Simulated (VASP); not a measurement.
Input of a VASP 6.6.1 run:

File POSCAR:

```
Ga
1.0
    1.4106312058     -3.9606833794      0.0000000000
    1.4106312058      3.9606833794      0.0000000000
    0.0000000000      0.0000000000      3.3487937724
Ga
2
Direct
    0.1382359323      0.8617640677      0.7500000000
    0.8617640677      0.1382359323      0.2500000000
```

Contents of INCAR.step1:

```
SYSTEM = Ga
PREC = Accurate
ENCUT = 520
EDIFF = 1E-5
ISMEAR = -1
SIGMA = 0.05
LREAL = .False.
LASPH = .True.
NELM = 80
ALGO = Normal
ISIF = 2
LWAVE = .True.
LCHARG = .False.
GGA = PE
NBANDS = 20
```

The input INCAR.step2:

```
SYSTEM = Ga
PREC = Accurate
ENCUT = 520
EDIFF = 1E-6
ISMEAR = -1
SIGMA = 0.05
LREAL = .False.
LASPH = .True.
NELM = 80
ALGO = Normal
ISIF = 2
LWAVE = .False.
LCHARG = .False.
GGA = PE
LHFCALC = .True.
HFSCREEN = 0.2079
PRECFOCK = Normal
ISTART = 1
NBANDS = 20
```

The input KPOINTS:

```
Automatic mesh
0
Gamma
  5 5 4
  0 0 0
```

Potentials or basis: VASP PAW PBE potentials, release 64 (Ga_d).

The run is started by

```console
$ cat potpaw_PBE.64/Ga_d/POTCAR > POTCAR
$ cp INCAR.step1 INCAR
$ mpirun -np 1 vasp_std > vasp.out
$ cp INCAR.step2 INCAR
$ mpirun -np 1 vasp_std > vasp.out
```

(1) Predict the pressure.

(2) Estimate the band gap on the k mesh.

Results:

(1) 0.2 GPa.

(2) zero (bands 13 and 14 overlap by 7.66 eV).

Caveat: the k points lie up to 0.47 Å⁻¹ apart, too coarse for converged energies and pressures of a metal; the PAW data sets were made with another functional, which shifts forces and pressure a little.
